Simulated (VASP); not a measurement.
NiO:

```xyz
4
Lattice="1.5141 -3.9951 0.0000 1.5141 3.9951 0.0000 0.0000 0.0000 3.0078" Properties=species:S:1:pos:R:3 pbc="T T T"
Ni    1.5141   -2.8285    2.2559
Ni    1.5141    2.8285    0.7520
O     1.5141   -0.3995    2.2559
O     1.5141    0.3995    0.7520
```

* Program: VASP 6.6.1
* Task: relaxation of cell and atoms
* Functional: PBE
* Potentials or basis: VASP PAW PBE potentials, release 64 (Ni, O)
* Cutoff: 600 eV
* k mesh: 6 × 6 × 6
* Occupations: gaussian, width 0.1 eV
* Spin: collinear spin, ferromagnetic start
* Starting moments: [0.88, 0.88, 0.0, 0.0] μB

At the start: pressure 24.9 GPa; volume 9.10 Å³/atom.

Question: How do energy, volume and symmetry change on relaxing?

Answer: Over 27 steps the energy falls by 1360.7 meV/atom and the volume is 9.42 Å³/atom (+3.6 %); space group Cmcm (No. 63, to 0.1 Å) before and after; moment 0.00 μB per cell.

Step by step:
| step | energy change (eV) | largest force (eV/Å) | pressure (GPa) | volume (Å³) |
| --- | --- | --- | --- | --- |
| 1 | 0.0000 | 3.4301 | 24.92 | 36.39 |
| 2 | -1.6169 | 2.8170 | -20.73 | 44.10 |
| 3 | -1.6263 | 2.7501 | -22.10 | 44.63 |
| 4 | -3.3993 | 1.4480 | -16.01 | 40.29 |
| 5 | -3.5298 | 1.6519 | -7.67 | 38.97 |
| 6 | -3.5316 | 1.4610 | -9.38 | 39.19 |
| 7 | -3.9532 | 1.7081 | 1.33 | 35.94 |
| 8 | -4.0818 | 1.4195 | 16.49 | 33.26 |
| 9 | -4.2552 | 1.2434 | 15.71 | 33.12 |
| 10 | -4.3546 | 1.5714 | 17.20 | 32.88 |
| 11 | -4.5795 | 1.2300 | 5.87 | 34.34 |
| 12 | -4.7130 | 0.8051 | -10.00 | 37.34 |
| 13 | -4.8904 | 0.6375 | -8.06 | 37.13 |
| 14 | -5.2251 | 0.5098 | 3.01 | 36.30 |
| 15 | -5.2328 | 0.8870 | 8.18 | 35.96 |
| 16 | -5.3171 | 0.9696 | 4.50 | 37.13 |
| 17 | -5.3179 | 0.9972 | 3.95 | 37.36 |
| 18 | -5.3799 | 0.6256 | -0.74 | 37.99 |
| 19 | -5.3973 | 0.3265 | -4.52 | 38.58 |
| 20 | -5.4289 | 0.1287 | -0.60 | 37.81 |
| 21 | -5.4306 | 0.1818 | 0.59 | 37.60 |
| 22 | -5.4341 | 0.1454 | 0.16 | 37.66 |
| 23 | -5.4385 | 0.0709 | -0.77 | 37.82 |
| 24 | -5.4387 | 0.0662 | -0.95 | 37.86 |
| 25 | -5.4411 | 0.0561 | 0.52 | 37.63 |
| 26 | -5.4412 | 0.0559 | 0.83 | 37.58 |
| 27 | -5.4428 | 0.0018 | 0.34 | 37.69 |

Final structure:
```yaml
crystal:
  lattice:
    - [1.39326, -4.98311, 0.00000]
    - [1.39326, 4.98311, 0.00000]
    - [0.00000, 0.00000, 2.71419]
  atoms:
    - { symbol: Ni, position: [0.87885, 0.12115, 0.75000] }
    - { symbol: Ni, position: [0.12115, 0.87885, 0.25000] }
    - { symbol: O, position: [0.64619, 0.35381, 0.75000] }
    - { symbol: O, position: [0.35381, 0.64619, 0.25000] }
```

Caveat: the k points lie up to 0.39 Å⁻¹ apart in the final cell, too coarse for converged energies and pressures of a metal; the moments typed at the start vanished in this run; a cell axis changed by over 15 % at a fixed basis, so the end point is rough.
